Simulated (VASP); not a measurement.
**K: single point with PBEsol**

K:

```
K
1.0
    -2.48710    2.48710    2.68345
     2.48710   -2.48710    2.68345
     2.48710    2.48710   -2.68345
K
1
Direct
  0.00000 0.00000 0.00000
```

This cell differs from its parent crystal: strain -0.050 along x and y, +0.025 along z.

```yaml
Program: VASP 6.6.1
Task: single point
Functional: PBEsol
Potentials_or_basis: VASP PAW PBE potentials, release 64 (K_sv)
Cutoff: 520 eV
k_mesh: 14 × 14 × 14
Occupations: gaussian, width 0.15 eV
Spin: no spin polarisation
Dipole_correction: no
Further_INCAR_settings: ALGO = Fast; EDIFF = 1e-06; NBANDS = 10
```

* Pressure: 0.3 GPa
* Band gap on the k mesh: zero (an odd number of electrons rules out a gap without spin polarisation)

Levels at points of the mesh, in eV from the Fermi level:
```
           k point  band 3  band 4  band 5  band 6  band 7  band 8
(0.00, 0.00, 0.00)  -15.43  -15.43   -2.31    4.28    4.28    4.66
(0.50, 0.00, 0.00)  -15.46  -15.43    0.39    0.68    3.35    4.93
(0.50, 0.50, 0.00)  -15.47  -15.44    0.54    0.89    2.91    5.32
(0.50, 0.50, 0.50)  -15.50  -15.50    1.48    1.75    3.17    4.06
```

It took 4.1 min on 1 thread of Intel Xeon 8259CL, on a shared host, peak memory 0.31 GiB.

Caveat: the cell differs from its parent crystal (strain -0.050 along x and y, +0.025 along z); the PAW data sets were made with another functional, which shifts forces and pressure a little.
